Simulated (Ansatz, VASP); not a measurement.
# La in VASP and in Ansatz

```
La
1.0
     0.00000    3.19926    3.19926
     3.19926    0.00000    3.19926
     3.19926    3.19926    0.00000
La
2
Direct
  0.87500 0.87500 0.87500
  0.12500 0.12500 0.12500
```

Change from the starting cell: volume scaled by 0.88, LAPW.

Alike in both runs: task single point; functional PBE; k mesh 9 × 9 × 9; occupations fermi-dirac, width 0.05 eV; no spin polarisation.

|  | VASP | Ansatz |
| --- | --- | --- |
| version | VASP 6.6.1 | Ansatz 0.2.0 |
| potentials or method | VASP PAW PBE potentials, release 64 (La), cutoff 520 eV | all-electron LAPW, scalar-relativistic |

Ansatz gave:

| Item | Value |
| --- | --- |
| pressure (GPa) | 8.3 |

Question: Estimate VASP's values.

Answer: Pressure (GPa): 8.1.

Ansatz ran all-electron here, and VASP with PAW potentials.

Neither program's run includes spin-orbit coupling.
